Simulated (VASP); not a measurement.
# Na4PrF in VASP: further runs, part 2 of 2

VASP 6.6.1.

### Step 3. Single point, PBE

This run uses another cell than the first one, of 29.58 Å³/atom.

The input, INCAR:

```
PREC = Accurate
ENCUT = 600
EDIFF = 1E-6
ISMEAR = 0
SIGMA = 0.1
LREAL = False
LASPH = True
NELM = 200
ALGO = Normal
ISIF = 2
LWAVE = False
LCHARG = True
GGA = PE
LELF = True
LVHAR = True
NBANDS = 33
GGA_COMPAT = False
LMAXMIX = 6
```

The input, KPOINTS:

```
regular mesh
0
Gamma
  8 8 4
```

The input, POSCAR:

```
Na4PrF
1.0
    4.5971924285      0.0000000000      0.0000000000
    0.0000000000      4.5971924285      0.0000000000
    0.0000000000      0.0000000000      8.3970136119
Na Pr F
4 1 1
Direct
    0.0000000000      0.0000000000      0.7143088435
    0.0000000000      0.0000000000      0.2856911565
    0.5000000000      0.0000000000      0.0000000000
    0.0000000000      0.5000000000      0.0000000000
    0.5000000000      0.5000000000      0.5000000000
    0.0000000000      0.0000000000      0.0000000000
```

Potentials or basis: VASP PAW PBE potentials, release 64 (Na_pv, Pr, F).

Run with:

```sh
cat potpaw_PBE.64/Na_pv/POTCAR potpaw_PBE.64/Pr/POTCAR potpaw_PBE.64/F/POTCAR > POTCAR
mpirun -np 1 vasp_std > vasp.out
```

OUTCAR:

```text
PREC = Accurate
   ENCUT = 600
   EDIFF = 1E-6
   ISMEAR = 0
   LREAL = False
   LASPH = True
   NELM = 200
   ISIF = 2
   GGA = PE

 ion  position               nearest neighbor table
   1  0.000  0.000  0.714-
   2  0.000  0.000  0.286-
   3  0.500  0.000  0.000-   6 2.30   6 2.30
   4  0.000  0.500  0.000-   6 2.30   6 2.30
   5  0.500  0.500  0.500-
   6  0.000  0.000  0.000-   3 2.30   4 2.30   4 2.30   3 2.30

  LATTYP: Found a simple tetragonal cell.
 ALAT       =     4.5971924285
 C/A-ratio  =     1.8265525628

  Lattice vectors:

 A1 = (   4.5971924285,   0.0000000000,   0.0000000000)
 A2 = (   0.0000000000,   4.5971924285,   0.0000000000)
 A3 = (   0.0000000000,   0.0000000000,   8.3970136119)

Analysis of symmetry for initial positions (statically):
=====================================================================
 Subroutine PRICEL returns:
 Original cell was already a primitive cell.

 Routine SETGRP: Setting up the symmetry group for a
 simple tetragonal supercell.

 Subroutine GETGRP returns: Found 16 space group operations
 (whereof 16 operations were pure point group operations)
 out of a pool of 16 trial point group operations.

The static configuration has the point symmetry D_4h.

Analysis of symmetry for dynamics (positions and initial velocities):
=====================================================================
 Subroutine PRICEL returns:
 Original cell was already a primitive cell.

 Routine SETGRP: Setting up the symmetry group for a
 simple tetragonal supercell.

 Subroutine GETGRP returns: Found 16 space group operations
 (whereof 16 operations were pure point group operations)
 out of a pool of 16 trial point group operations.

The dynamic configuration has the point symmetry D_4h.

 Subroutine INISYM returns: Found 16 space group operations
 (whereof 16 operations are pure point group operations),
 and found     1 'primitive' translations

----------------------------------------------------------------------------------------

                                     Primitive cell

  volume of cell :     177.4640

  direct lattice vectors                    reciprocal lattice vectors
     4.597192428  0.000000000  0.000000000     0.217524068  0.000000000  0.000000000
     0.000000000  4.597192428  0.000000000     0.000000000  0.217524068  0.000000000
     0.000000000  0.000000000  8.397013612     0.000000000  0.000000000  0.119089958

  length of vectors
     4.597192428  4.597192428  8.397013612     0.217524068  0.217524068  0.119089958

  position of ions in fractional coordinates (direct lattice)
     0.000000000  0.000000000  0.714308843
     0.000000000  0.000000000  0.285691157
     0.500000000  0.000000000  0.000000000
     0.000000000  0.500000000  0.000000000
     0.500000000  0.500000000  0.500000000
     0.000000000  0.000000000  0.000000000

  ion indices of the primitive-cell ions
[... 27 lines left out ...]
     0.000000000  0.000000000  0.000000000

 Subroutine IBZKPT returns following result:
 ===========================================

 Found     45 irreducible k-points:

 Following reciprocal coordinates:
            Coordinates               Weight
  0.000000  0.000000  0.000000      1.000000
  0.125000  0.000000  0.000000      4.000000
  0.250000  0.000000  0.000000      4.000000
  0.375000  0.000000  0.000000      4.000000
  0.500000  0.000000  0.000000      2.000000
  0.125000  0.125000  0.000000      4.000000
[... 16 lines left out ...]
  0.375000  0.125000  0.250000     16.000000
  0.500000  0.125000  0.250000      8.000000
 [... further k-points ...]
   k-points           NKPTS =     45   k-points in BZ     NKDIM =     45   number of bands    NBANDS=     33
   number of dos      NEDOS =    301   number of ions     NIONS =      6
   total plane-waves  NPLWV = 112000
   dimension x,y,z NGX =    40 NGY =   40 NGZ =   70
   dimension x,y,z NGXF=    80 NGYF=   80 NGZF=  140
   ions per type =               4   1   1
   NGX,Y,Z   is equivalent  to a cutoff of  14.46, 14.46, 13.86 a.u.
   NGXF,Y,Z  is equivalent  to a cutoff of  28.93, 28.93, 27.72 a.u.
 SYSTEM =  unknown system
   PREC   = accura    normal or accurate (medium, high low for compatibility)
   ISTART =      0    job   : 0-new  1-cont  2-samecut
   ICHARG =      2    charge: 1-file 2-atom 10-const
   ISPIN  =      1    spin polarized calculation?
   LNONCOLLINEAR =      F non collinear calculations
   LSORBIT =      F    spin-orbit coupling
   LASPH  =      T    aspherical Exc in radial PAW
   ENCUT  =  600.0 eV  44.10 Ry    6.64 a.u.   9.18  9.18 16.77*2*pi/ulx,y,z
   NELM   =    200;   NELMIN=  2; NELMDL= -5     # of ELM steps
   EDIFF  = 0.1E-05   stopping-criterion for ELM
   LREAL  =      F    real-space projection
   EDIFFG = 0.1E-04   stopping-criterion for IOM
   NSW    =      0    number of steps for IOM
   IBRION =     -1    ionic relax: 0-MD 1-quasi-New 2-CG
   NFREE  =      0    steps in history (QN), initial steepest desc. (CG)
   ISIF   =      2    stress and relaxation
   ISYM   =      2    0-nonsym 1-usesym 2-fastsym
   POTIM  = 0.5000    time-step for ionic-motion
   TEBEG  =    0.0;   TEEND  =   0.0 temperature during run
   PSTRESS=    0.0 pullay stress
   NELECT =      48.0000    total number of electrons
   NUPDOWN=      -1.0000    fix difference up-down
   EMIN   =  10.00;   EMAX   =-10.00  energy-range for DOS
   EFERMI =   0.00;   METHOD = LEGACY
   ISMEAR =     0;   SIGMA  =   0.10  broadening in eV -4-tet -1-fermi 0-gaus
   EFERMI_NEDOS =   21; number of points for ismear=-14 and -15
   IALGO  =     38    algorithm
   IMIX   =      4    mixing-type and parameters
     AMIX     =   0.40;   BMIX     =  1.00
     AMIX_MAG =   1.60;   BMIX_MAG =  1.00
  volume/ion in A,a.u.               =      29.58       199.60
  Fermi-wavevector in a.u.,A,eV,Ry     =   1.058730  2.000709 15.250892  1.120909
  Thomas-Fermi vector in A             =   2.194050
   LORBIT       =      0    0 simple, 1 ext, 2 COOP (PROOUT), +10 PAW based schemes
   GGA     = PE    functional components
   LHFCALC =     F    Hartree Fock is set to
   AEXX    =    0.0000 exact exchange contribution
   IVDW    =     0    specifies the selected vdW correction
   LEPSILON=     F    determine dielectric tensor
   LRPA    =     F    only Hartree local field effects (RPA)
 non-spin polarized calculation
 Gauss-broadening in eV      SIGMA  =   0.10
  energy-cutoff  :      600.00
  volume of cell :      177.46
 maximum number of plane-waves:      5954
 NGX is ok and might be reduce to    40
   NGX = 19   NGY = 19   NGZ = 33

 number of electron      48.0000031 magnetization

 Free energy of the ion-electron system (eV)
  ---------------------------------------------------
  ext. energy  EPLUGINS =         0.00000000
  ---------------------------------------------------
  free energy    TOTEN  =       -15.12915776 eV

  energy without entropy =      -14.89538122  energy(sigma->0) =      -15.01226949

 E-fermi :   1.8000     XC(G=0):  -7.5593

 val. band max:        1.7996507877   @ k =   0.5000   0.5000   0.0000
 cond. band min:       1.8082716503   @ k =   0.2500   0.2500   0.5000
 fundamental gap:      0.0086208626
 Fermi energy:         1.7999638722

 k-point     1 :       0.0000    0.0000    0.0000
  band No.  band energies     occupation
      1     -34.6968      2.00000
      2     -23.0683      2.00000
      3     -23.0683      2.00000
      4     -23.0462      2.00000
      5     -23.0278      2.00000
      6     -22.9785      2.00000
[... 853 lines left out ...]
     32       2.5408      0.00000
     33       2.9139      0.00000

 [... further k-points ...]

------------------------ aborting loop because EDIFF is reached ----------------------------------------

  FORCE on cell =-STRESS in cart. coord.  units (eV):
  Direction    XX          YY          ZZ          XY          YZ          ZX
  --------------------------------------------------------------------------------------
  -------------------------------------------------------------------------------------
  Total        0.5372866      0.5372866      0.5365089      0.0000000      0.0000000      0.0000000
  in kB        4.8507216      4.8507216      4.8437008      0.0000000      0.0000000      0.0000000
  external PRESSURE =       4.8483814 kB  Pullay stress =       0.0000000 kB

 VOLUME and BASIS-vectors are now :
 -----------------------------------------------------------------------------
  energy-cutoff  :      600.00
  volume of cell :      177.46
      direct lattice vectors                 reciprocal lattice vectors
     4.597192428  0.000000000  0.000000000     0.217524068  0.000000000  0.000000000
     0.000000000  4.597192428  0.000000000     0.000000000  0.217524068  0.000000000
     0.000000000  0.000000000  8.397013612     0.000000000  0.000000000  0.119089958

 POSITION                                       TOTAL-FORCE (eV/Angst)
 -----------------------------------------------------------------------------------
      0.00000      0.00000      5.99806         0.000000      0.000000      0.055383
      0.00000      0.00000      2.39895        -0.000000     -0.000000     -0.055383
      2.29860      0.00000      0.00000         0.000000      0.000000      0.000000
      0.00000      2.29860      0.00000         0.000000      0.000000      0.000000
      2.29860      2.29860      4.19851         0.000000      0.000000      0.000000
      0.00000      0.00000      0.00000         0.000000      0.000000      0.000000
 -----------------------------------------------------------------------------------
    total drift:                                0.000000      0.000000     -0.000000

  FREE ENERGIE OF THE ION-ELECTRON SYSTEM (eV)
  ---------------------------------------------------
  free  energy   TOTEN  =       -15.1291577643 eV

  energy  without entropy=      -14.8953812166  energy(sigma->0) =      -15.01226949
```

It took 18 min on 1 thread of AMD EPYC 7R13, shared host; peak memory 0.54 GiB.

Results:

```
Free energy            : -15.1292 eV
Pressure               : 0.5 GPa
Largest force          : 0.055 eV/Å
Band gap on the k mesh : zero (bands 24 and 25 overlap by 0.03 eV)
```

Forces on the atoms (eV/Å):
```
Na   0.000  0.000  0.055
Na   0.000  0.000 -0.055
Na   0.000  0.000  0.000
Na   0.000  0.000  0.000
Pr   0.000  0.000  0.000
F    0.000  0.000  0.000
```

Levels at points of the mesh, in eV from the Fermi level:
```csv
k point,band 20,band 21,band 22,band 23,band 24,band 25,band 26,band 27
"(0.00, 0.00, 0.00)",-5.95,-3.11,-1.00,-0.56,0.06,0.08,0.08,0.08
"(0.50, 0.00, 0.00)",-5.94,-1.42,-0.81,-0.33,0.03,0.05,0.06,0.06
"(0.50, 0.50, 0.00)",-6.00,-0.85,0.00,0.02,0.04,0.04,0.09,0.09
"(0.00, 0.00, 0.50)",-5.95,-2.76,-1.98,0.05,0.07,0.08,0.08,0.08
"(0.50, 0.00, 0.50)",-5.94,-1.23,-0.71,-0.51,-0.34,0.04,0.06,0.06
"(0.50, 0.50, 0.50)",-6.00,-0.81,0.01,0.04,0.04,0.08,0.08,0.09
```

Caveat: spin-orbit coupling is left out, which moves the levels of the heavy elements; the run has no spin polarisation, though such a crystal can be magnetic; semilocal functionals describe open f shells poorly, which spoils levels, moments and volumes.
